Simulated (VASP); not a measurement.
Here is a VASP 6.6.1 calculation.

File POSCAR:

```
Re
1.0
    2.7608000000      0.0000000000      0.0000000000
   -1.3804000000      2.3909200000      0.0000000000
    0.0000000000      0.0000000000      4.4582000000
Re
2
Direct
    0.3333333333      0.6666666667      0.2500000000
    0.6666666667      0.3333333333      0.7500000000
```

File INCAR.step1:

```
  PREC = Accurate
  ENCUT = 600
  ISMEAR = 1
  SIGMA = 0.1
  LREAL = F
  LASPH = T
  NELM = 60
  GGA = PE
  ALGO = Normal
  EDIFF = 1E-4
  LWAVE = T
  LCHARG = F
```

Contents of INCAR.step2:

```
  PREC = Accurate
  ENCUT = 600
  EDIFF = 1E-6
  ISMEAR = 1
  SIGMA = 0.1
  LREAL = F
  LASPH = T
  NELM = 60
  ALGO = Normal
  ISIF = 3
  LWAVE = F
  LCHARG = F
  METAGGA = R2SCAN
  LMIXTAU = T
  IBRION = 2
  NSW = 80
  EDIFFG = -0.01
  ISTART = 1
```

KPOINTS

```
Automatic mesh
0
Gamma
  13 13 7
```

Potentials or basis: VASP PAW PBE potentials, release 64 (Re).

Command:

```bash
$ cat potpaw_PBE.64/Re/POTCAR > POTCAR
$ cp INCAR.step1 INCAR
$ mpirun -np 1 vasp_std > vasp.out
$ cp INCAR.step2 INCAR
$ mpirun -np 1 vasp_std > vasp.out
```

Q: Predict the space group after relaxing (to 0.1 Å).

A: P6_3/mmc (No. 194).

Q: Estimate the relaxed cell.

A: a = 2.760 Å, b = 2.760 Å, c = 4.456 Å, α = 90.00°, β = 90.00°, γ = 120.00°.

Q: Estimate the band gap on the k mesh.

A: Zero (bands 7 and 8 overlap by 2.80 eV).

Final structure:
```
Re
1.0
     2.75988    0.00000    0.00000
    -1.37994    2.39012    0.00000
     0.00000    0.00000    4.45616
Re
2
Direct
  0.33333 0.66667 0.25000
  0.66667 0.33333 0.75000
```

Caveat: spin-orbit coupling is left out, which moves the levels of the heavy elements.
